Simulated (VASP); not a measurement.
Here is a VASP 6.6.1 calculation.

Contents of POSCAR:

```
BaTiO3
1.0
    2.8402351899      1.6398105515      2.3315698197
   -2.8402351899      1.6398105515      2.3315698197
    0.0000000000     -3.2796211029      2.3315698197
Ba Ti O
1 1 3
Direct
   -0.0031781147     -0.0031781147     -0.0031781147
    0.4833838595      0.4833838595      0.4833838595
    0.5098193705      0.5098193705      0.0193555141
    0.0193555141      0.5098193705      0.5098193705
    0.5098193705      0.0193555141      0.5098193705
```

File INCAR.step1:

```
SYSTEM = BaTiO3
ALGO = Normal
EDIFF = 1E-4
ENCUT = 520
GGA = PE
ISMEAR = -1
LASPH = .True.
LCHARG = .False.
LREAL = .False.
LWAVE = .True.
NBANDS = 28
NELM = 60
PREC = Accurate
SIGMA = 0.02
```

The input INCAR.step2:

```
SYSTEM = BaTiO3
ALGO = Normal
EDIFF = 1E-6
ENCUT = 520
ISIF = 2
ISMEAR = -1
ISTART = 1
LASPH = .True.
LCHARG = .False.
LMIXTAU = .True.
LREAL = .False.
LWAVE = .False.
METAGGA = R2SCAN
NBANDS = 28
NELM = 60
PREC = Accurate
SIGMA = 0.02
```

File KPOINTS:

```
k-points
0
Gamma
  6 6 6
  0 0 0
```

Potentials or basis: VASP PAW PBE potentials, release 64 (Ba_sv, Ti_sv, O).

Launch:

```sh
$ cat potpaw_PBE.64/Ba_sv/POTCAR potpaw_PBE.64/Ti_sv/POTCAR potpaw_PBE.64/O/POTCAR > POTCAR
$ cp INCAR.step1 INCAR
$ mpirun -np 1 vasp_std > vasp.out
$ cp INCAR.step2 INCAR
$ mpirun -np 1 vasp_std > vasp.out
```

Q: Estimate the largest force.

A: 0.167 eV/Å.

Q: Estimate the band gap on the k mesh.

A: 2.84 eV, indirect (least direct gap 3.30 eV).

Stress tensor (GPa, compression positive):
```
1.90 0.00 0.00
0.00 1.90 0.00
0.00 0.00 1.76
```

Caveat: the PAW data sets were made with another functional, which shifts forces and pressure a little; spin-orbit coupling is left out, which moves the levels of the heavy elements. A k mesh can miss the band edges.
